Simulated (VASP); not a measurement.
Runs of VASP 6.6.1 on Tl. It takes space group Im-3m (No. 229, cubic). Conventional cell: a = 3.882 Å, b = 3.882 Å, c = 3.882 Å, α = 90.00°, β = 90.00°, γ = 90.00°. Within 4.4 Å of Tl (site symmetry m-3m) lie 14 Tl at 3.36 to 3.88 Å. 

```tsv
task	level	k mesh	gap on the mesh (eV)	pressure (GPa)
electric field gradients	PBE	10 × 10 × 10	none	2.1
electric field gradients	PBE	6 × 6 × 6	none	2.3
single point	PBE	18 × 18 × 18	none	2.2
electric field gradients	r2SCAN	13 × 13 × 13	none	(a)
single point	PBE	6 × 6 × 6	none	2.3
```

Alike in all rows: potentials or basis VASP PAW PBE potentials, release 64 (Tl_d); no spin polarisation; cell as given; cutoff (eV) 520; smearing fermi-dirac 0.05 eV.

Fill in the values left out.

(a) 0.9.

Caveats: some runs use coarse meshes; spin-orbit coupling is left out, which moves the levels of the heavy elements; the PAW data sets were made with another functional, which shifts forces and pressure a little (some runs).

A k mesh can miss the band edges, and the runs leave out spin-orbit coupling on Tl.

A gap of «none» marks levels without a gap at the run's occupations.
